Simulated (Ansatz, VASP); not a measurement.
**Two plane-wave programs on NiO**

```
Ni O
1.0
     0.00000    2.09131    2.09131
     2.09131    0.00000    2.09131
     2.09131    2.09131    0.00000
Ni O
1 1
Direct
  0.00000 0.00000 0.00000
  0.50000 0.50000 0.50000
```

Alike in both runs: task single point; functional LDA; k mesh 8 × 8 × 8; occupations gaussian, width 0.05 eV; collinear spin; Hubbard terms Ni d U = 6.0 eV, J = 0.9 eV.

|  | VASP | Ansatz |
| --- | --- | --- |
| version | VASP 6.6.1 | Ansatz 0.2.0 |
| potentials or method | VASP PAW LDA potentials, release 64 (Ni, O), cutoff 520 eV | scalar-relativistic, plane waves, PAW |
| valence electrons in the cell | 16 | 24 |

VASP gave:

* gap on the k mesh at the Fermi level (eV): 1.71
* least direct gap on the mesh (eV): 2.63
* pressure (GPa): -15.6
* net moment per atom (μB): 1.00
* size of the moment on the site where the two differ most (μB): 1.77

**Question.** What did Ansatz give for the same quantities?

**Answer.** gap on the k mesh at the Fermi level (eV): 1.52; least direct gap on the mesh (eV): 2.39; pressure (GPa): -6.3; net moment per atom (μB): 1.00; size of the moment on the site where the two differ most (μB): 1.69.

LDA's correlation is that of Perdew and Zunger in VASP and of Perdew and Wang (1992) in Ansatz. Site moments also hang on the region over which each program counts them. The programs project onto different local orbitals, so the same U acts differently, and such runs can settle in different states. VASP's potentials hold 16 valence electrons a cell and Ansatz's 24, so a difference there can come from the potentials and not from the codes. Ansatz's warnings: stress scf threshold loose.
